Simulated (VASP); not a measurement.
Li: relaxation of cell and atoms with r2SCAN

Li:

```
Li
1.0
     0.00000    2.18902    2.18902
     2.18902    0.00000    2.18902
     2.18902    2.18902    0.00000
Li
1
Direct
  0.00000 0.00000 0.00000
```

This isn't the form of Li at room conditions, which is bcc.

| Quantity | Value |
| --- | --- |
| Program | VASP 6.6.1 |
| Task | relaxation of cell and atoms |
| Functional | r2SCAN |
| Potentials or basis | VASP PAW PBE potentials, release 64 (Li_sv) |
| Cutoff | 600 eV |
| k mesh | 22 × 22 × 22 |
| Occupations | fermi-dirac, width 0.08 eV |
| Spin | no spin polarisation |
| Target pressure | 1 GPa |
| Dipole correction | no |
| Further INCAR settings | ALGO = Normal; EDIFF = 1e-07; IBRION = 2; EDIFFG = -0.002; NSW = 100; ISIF = 3 |

* Relaxed volume: 18.99 Å³/atom
* Relaxed cell: a = 2.995 Å, b = 2.995 Å, c = 2.995 Å, α = 60.00°, β = 60.00°, γ = 60.00°
* Space group after relaxing (to 0.1 Å): Fm-3m (No. 225)
* Energy change on relaxing (the run minimises the enthalpy): +6.4 meV/atom
* Ionic steps: 6
* Pressure after relaxing: 1.0 GPa
* Band gap on the k mesh: zero (an odd number of electrons rules out a gap without spin polarisation)

The path:
| step | energy change (eV) | largest force (eV/Å) | pressure (GPa) | volume (Å³) |
| --- | --- | --- | --- | --- |
| 1 | 0.0000 | 0.0000 | -0.14 | 20.98 |
| 2 | 0.0009 | 0.0000 | 0.14 | 20.53 |
| 3 | 0.0047 | 0.0000 | 0.70 | 19.27 |
| 4 | 0.0091 | 0.0000 | 1.47 | 18.67 |
| 5 | 0.0061 | 0.0000 | 0.96 | 19.03 |
| 6 | 0.0064 | 0.0000 | 1.01 | 18.99 |

Final structure:
```
Li
1.0
     0.00000    2.11753    2.11753
     2.11753    0.00000    2.11753
     2.11753    2.11753    0.00000
Li
1
Direct
  0.00000 0.00000 0.00000
```

Levels at points of the mesh, in eV from the Fermi level:
| k point | band 1 | band 2 | band 3 | band 4 | band 5 |
| --- | --- | --- | --- | --- | --- |
| (0.00, 0.00, 0.00) | -47.96 | -3.97 | 16.70 | 16.70 | 16.70 |
| (0.50, 0.00, 0.00) | -47.93 | -0.04 | 3.37 | 14.66 | 14.66 |
| (0.50, 0.50, 0.00) | -47.93 | 1.73 | 5.26 | 9.69 | 9.69 |

Run time: 37 min on 1 thread of Oxide Virtual Turin-like Processor (shared host), peak memory 0.15 GiB.

Caveat: the cutoff is under 1.25 times the usual one of these potentials, so pressure, stress and relaxed cells hold a basis-set (Pulay) error; the cell is relaxed towards a set pressure, so the run minimises the enthalpy, not the energy; the PAW data sets were made with another functional, which shifts forces and pressure a little.
